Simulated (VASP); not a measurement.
Sn:

```xyz
2
Lattice="-2.9401 2.9401 1.5993 2.9401 -2.9401 1.5993 2.9401 2.9401 -1.5993" Properties=species:S:1:pos:R:3 pbc="T T T"
Sn    0.0000    0.0000    0.0000
Sn    0.0000    2.9401    0.7997
```

```yaml
Program: VASP 6.6.1
Task: relaxation of cell and atoms
Functional: revPBE
Dispersion: D3(BJ)
Potentials_or_basis: VASP PAW PBE potentials, release 64 (Sn_d)
Cutoff: 600 eV
k_mesh: 9 × 9 × 9
Occupations: fermi-dirac, width 0.05 eV
Spin: no spin polarisation
```

At the start: pressure -1.6 GPa; volume 27.65 Å³/atom.

How do energy, volume and symmetry change on relaxing?

Over 7 steps the energy falls by 4.5 meV/atom and the volume is 26.79 Å³/atom (-3.1 %); space group I4_1/amd (No. 141, to 0.05 Å).

Step by step:
| step | energy change (eV) | largest force (eV/Å) | pressure (GPa) | volume (Å³) |
| --- | --- | --- | --- | --- |
| 1 | 0.0000 | 0.0000 | -1.60 | 55.30 |
| 2 | -0.0081 | 0.0000 | 0.55 | 53.12 |
| 3 | -0.0088 | 0.0000 | 0.01 | 53.60 |
| 4 | -0.0088 | 0.0000 | 0.06 | 53.57 |
| 5 | -0.0090 | 0.0000 | 0.05 | 53.57 |
| 6 | -0.0090 | 0.0000 | 0.03 | 53.58 |
| 7 | -0.0090 | 0.0000 | 0.03 | 53.58 |

Final structure:
```xyz
2
Lattice="-2.9166 2.9166 1.5746 2.9166 -2.9166 1.5746 2.9166 2.9166 -1.5746" Properties=species:S:1:pos:R:3 pbc="T T T"
Sn    0.0000    0.0000    0.0000
Sn    0.0000    2.9166    0.7873
```

Caveat: the PAW data sets were made with another functional, which shifts forces and pressure a little; pairwise dispersion overbinds metals, which lowers pressure and volume.
